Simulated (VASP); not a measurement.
# Y (P6_3/mmc) in VASP: notebook, part 4 of 4

VASP 6.6.1. The steps go on from the part before.

### Step 6. Single point, LDA (29.97 Å³/atom)

This run uses another cell than the first one, of 29.97 Å³/atom.

The input, INCAR:

```
SYSTEM = Y
PREC = Accurate
ENCUT = 520
EDIFF = 1E-6
ISMEAR = -1
SIGMA = 0.1
LREAL = .FALSE.
LASPH = .TRUE.
NELM = 80
ALGO = Normal
ISIF = 2
LWAVE = .FALSE.
LCHARG = .TRUE.
LELF = .TRUE.
LVHAR = .TRUE.
NBANDS = 18
```

The input, KPOINTS:

```
regular mesh
0
G
  17 17 10
  0 0 0
```

The input, POSCAR:

```
Y
1.0
    3.5392700420      0.0000000000      0.0000000000
   -1.7696350210      3.0650977672      0.0000000000
    0.0000000000      0.0000000000      5.5248319784
Y
2
Direct
    0.3333333333      0.6666666667      0.2500000000
    0.6666666667      0.3333333333      0.7500000000
```

Potentials or basis: VASP PAW LDA potentials, release 64 (Y_sv).

Run with:

```
cat potpaw_LDA.64/Y_sv/POTCAR > POTCAR
mpirun -np 1 vasp_std > vasp.out
```

OUTCAR:

```text
SYSTEM = Y
   PREC = Accurate
   ENCUT = 520
   EDIFF = 1E-6
   ISMEAR = -1
   LREAL = .FALSE.
   LASPH = .TRUE.
   NELM = 80
   ISIF = 2

 ion  position               nearest neighbor table
   1  0.333  0.667  0.250-   2 3.44   2 3.44   2 3.44   2 3.44   2 3.44   2 3.44
   2  0.667  0.333  0.750-   1 3.44   1 3.44   1 3.44   1 3.44   1 3.44   1 3.44

  LATTYP: Found a hexagonal cell.
 ALAT       =     3.5392700420
 C/A-ratio  =     1.5610088840

  Lattice vectors:

 A1 = (   3.5392700420,   0.0000000000,   0.0000000000)
 A2 = (  -1.7696350210,   3.0650977672,   0.0000000000)
 A3 = (   0.0000000000,   0.0000000000,   5.5248319784)

Analysis of symmetry for initial positions (statically):
=====================================================================
 Subroutine PRICEL returns:
 Original cell was already a primitive cell.

 Routine SETGRP: Setting up the symmetry group for a
 hexagonal supercell.

 Subroutine GETGRP returns: Found 24 space group operations
 (whereof 12 operations were pure point group operations)
 out of a pool of 24 trial point group operations.

The static configuration has the point symmetry D_3d.
 The point group associated with its full space group is D_6h.

Analysis of symmetry for dynamics (positions and initial velocities):
=====================================================================
 Subroutine PRICEL returns:
 Original cell was already a primitive cell.

 Routine SETGRP: Setting up the symmetry group for a
 hexagonal supercell.

 Subroutine GETGRP returns: Found 24 space group operations
 (whereof 12 operations were pure point group operations)
 out of a pool of 24 trial point group operations.

The dynamic configuration has the point symmetry D_3d.
 The point group associated with its full space group is D_6h.

 Subroutine INISYM returns: Found 24 space group operations
 (whereof 12 operations are pure point group operations),
 and found     1 'primitive' translations

[... 110 lines left out ...]
   EFERMI_NEDOS =   21; number of points for ismear=-14 and -15
   IALGO  =     38    algorithm
   IMIX   =      4    mixing-type and parameters
     AMIX     =   0.40;   BMIX     =  1.00
     AMIX_MAG =   1.60;   BMIX_MAG =  1.00
  volume/ion in A,a.u.               =      29.97       202.23
  Fermi-wavevector in a.u.,A,eV,Ry     =   1.172168  2.215077 18.694117  1.373979
  Thomas-Fermi vector in A             =   2.308601
   LORBIT       =      0    0 simple, 1 ext, 2 COOP (PROOUT), +10 PAW based schemes
   GGA     = CA    functional components
   LHFCALC =     F    Hartree Fock is set to
   AEXX    =    0.0000 exact exchange contribution
   IVDW    =     0    specifies the selected vdW correction
   LEPSILON=     F    determine dielectric tensor
   LRPA    =     F    only Hartree local field effects (RPA)
 non-spin polarized calculation
  energy-cutoff  :      520.00
  volume of cell :       59.93
 maximum number of plane-waves:      1651
 NGX is ok and might be reduce to    28
   NGX = 13   NGY = 13   NGZ = 21

 number of electron      22.0000000 magnetization

 Free energy of the ion-electron system (eV)
  ---------------------------------------------------
  ext. energy  EPLUGINS =         0.00000000
  ---------------------------------------------------
  free energy    TOTEN  =       -13.95212898 eV

  energy without entropy =      -13.83736005  energy(sigma->0) =      -13.89474452

 E-fermi :   3.2884     XC(G=0): -10.0043

 val. band max:        3.2787251624   @ k =   0.2353   0.0000   0.1000
 cond. band min:       3.2907375190   @ k =   0.2353   0.1176   0.0000
 fundamental gap:      0.0120123566
 Fermi energy:         3.2884429470

 k-point     1 :       0.0000    0.0000    0.0000
  band No.  band energies     occupation
      1     -38.9527      2.00000
      2     -38.8388      2.00000
      3     -19.4908      2.00000
      4     -18.8320      2.00000
      5     -18.8320      2.00000
      6     -18.7083      2.00000
[... 481 lines left out ...]
      5     -19.1078      2.00000
      6     -18.9182      2.00000
[... 10 lines left out ...]
     17       7.1002      0.00000
     18       7.8352      0.00000

 [... further k-points ...]

------------------------ aborting loop because EDIFF is reached ----------------------------------------

  FORCE on cell =-STRESS in cart. coord.  units (eV):
  Direction    XX          YY          ZZ          XY          YZ          ZX
  --------------------------------------------------------------------------------------
  -------------------------------------------------------------------------------------
  Total       -0.0489459     -0.0489459     -0.0052702      0.0000000     -0.0000000      0.0000000
  in kB       -1.3084277     -1.3084277     -0.1408823      0.0000000     -0.0000000      0.0000000
  external PRESSURE =      -0.9192459 kB  Pullay stress =       0.0000000 kB

 VOLUME and BASIS-vectors are now :
 -----------------------------------------------------------------------------
  energy-cutoff  :      520.00
  volume of cell :       59.93
      direct lattice vectors                 reciprocal lattice vectors
     3.539270042  0.000000000  0.000000000     0.282544137  0.163126934  0.000000000
    -1.769635021  3.065097767  0.000000000     0.000000000  0.326253867  0.000000000
     0.000000000  0.000000000  5.524831978     0.000000000  0.000000000  0.181000980

 POSITION                                       TOTAL-FORCE (eV/Angst)
 -----------------------------------------------------------------------------------
     -0.00000      2.04340      1.38121         0.000000     -0.000000      0.000000
      1.76964      1.02170      4.14362        -0.000000      0.000000      0.000000
 -----------------------------------------------------------------------------------
    total drift:                               -0.000000      0.000000     -0.000000

  FREE ENERGIE OF THE ION-ELECTRON SYSTEM (eV)
  ---------------------------------------------------
  free  energy   TOTEN  =       -13.9521289820 eV

  energy  without entropy=      -13.8373600543  energy(sigma->0) =      -13.89474452
```

stdout:

```text
POSCAR found type information on POSCAR Y
 POSCAR found :  1 types and       2 ions
 scaLAPACK will be used
 LDA part: xc-table for (Slater(with rela. corr.)+CA(PZ))
 , standard interpolation
 POSCAR, INCAR and KPOINTS ok, starting setup
 FFT: planning ... GRIDC
 FFT: planning ... GRID_SOFT
 FFT: planning ... GRID
 WAVECAR not read
 entering main loop
```

Run time: 72 s. Hardware: 1 thread of Intel Xeon 6975P-C (Granite Rapids), shared host; peak memory 0.31 GiB.

Results:

```yaml
Free_energy: -13.9521 eV
Pressure: -0.1 GPa
Band_gap_on_the_k_mesh: zero (bands 11 and 12 overlap by 1.77 eV)
```

### Step 7. Overview

| cell | gap on the mesh (eV) | pressure (GPa) |
| --- | --- | --- |
| a = 3.392, b = 3.392, c = 5.294 Å, angles 90.0, 90.0, 120.0°, 2 atoms | none | 6.7 |
| a = 3.442, b = 3.442, c = 5.373 Å, angles 90.0, 90.0, 120.0°, 2 atoms | none | 4.1 |
| a = 3.491, b = 3.491, c = 5.450 Å, angles 90.0, 90.0, 120.0°, 2 atoms | none | 1.8 |
| a = 3.539, b = 3.539, c = 5.525 Å, angles 90.0, 90.0, 120.0°, 2 atoms | none | -0.1 |

Alike in all rows: task single point; level LDA; potentials or basis VASP PAW LDA potentials, release 64 (Y_sv); no spin polarisation; k mesh 17 × 17 × 10; cutoff (eV) 520; smearing fermi-dirac 0.1 eV.

Caveats: the cell stands under pressure (at least some runs).

Total energies depend on the potentials used, so only differences within one code and one set of settings carry meaning.
